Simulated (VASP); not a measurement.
GaAs, 2 atoms in the cell. The structure is cubic, space group F-43m (No. 216). Conventional cell: a = 5.665 Å, b = 5.665 Å, c = 5.665 Å, α = 90.00°, β = 90.00°, γ = 90.00°. Ga (site symmetry -43m) has 4 As at 2.45 Å within 3.2 Å. As (site symmetry -43m) has 4 Ga at 2.45 Å within 3.2 Å. 

```yaml
Program: VASP 6.6.1
Task: relaxation of the atoms
Functional: r2SCAN
Potentials_or_basis: VASP PAW PBE potentials, release 64 (Ga_d, As)
Cutoff: 520 eV
k_mesh: 8 × 8 × 8
Occupations: fermi-dirac, width 0.02 eV
Spin: no spin polarisation
Dipole_correction: no
Further_INCAR_settings: ALGO = Normal; EDIFF = 1e-06; IBRION = 2; EDIFFG = -0.01; NSW = 50
```

Potentials or basis: VASP PAW PBE potentials, release 64 (Ga_d, As).

Command:

```sh
$ cat potpaw_PBE.64/Ga_d/POTCAR potpaw_PBE.64/As/POTCAR > POTCAR
$ cp INCAR.step1 INCAR
$ mpirun -np 1 vasp_std > vasp.out
$ cp INCAR.step2 INCAR
$ mpirun -np 1 vasp_std > vasp.out
```

Hardware: 1 thread of Intel Xeon 8259CL, with other jobs on the host.

Task: Estimate the wall time of this run.

Result: Run time: 100 s on 1 thread of Intel Xeon 8259CL, with other jobs on the host, peak memory 0.18 GiB. Counts: k points 29, ion steps 1.
